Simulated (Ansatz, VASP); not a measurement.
## One calculation of Sr3O2, two programs

```
CELL_PARAMETERS angstrom
4.23054 0.00000 0.00000
0.00000 4.23054 0.00000
0.00000 0.00000 4.23054
ATOMIC_POSITIONS crystal
Sr 0.00000 0.50000 0.50000
Sr 0.50000 0.00000 0.50000
Sr 0.50000 0.50000 0.00000
O 0.50000 0.50000 0.50000
O 0.00000 0.00000 0.00000
```

Alike in both runs: task relaxation of cell and atoms; functional PBE; k mesh 4 × 4 × 4; occupations gaussian, width 0.1 eV; no spin polarisation.

|  | VASP | Ansatz |
| --- | --- | --- |
| version | VASP 6.6.1 | Ansatz 0.2.0 |
| potentials or method | VASP PAW PBE potentials, release 64 (Sr_sv, O), cutoff 600 eV | scalar-relativistic, plane waves, PAW |
| valence electrons in the cell | 42 | 42 |

Ansatz gave:

```
gap on the k mesh at the Fermi level, each at its own relaxed structure (eV) : none
relaxed volume (Å³/atom)                                                     : 25.41
relaxed cell length with the largest relative difference (Å)                 : 5.027
```

Problem. Estimate VASP's values.

Solution. gap on the k mesh at the Fermi level, each at its own relaxed structure (eV): none; relaxed volume (Å³/atom): 25.04; relaxed cell length with the largest relative difference (Å): 5.003.

A gap of «none» marks a metal or a gap that the smearing closes.

The k mesh is coarse, so the values compare programs but aren't converged. Noted on VASP's run: the volume moved by over 15 % at a fixed basis, so the end points are rough; too few bands were computed for a metal, which touches its energy and stress.
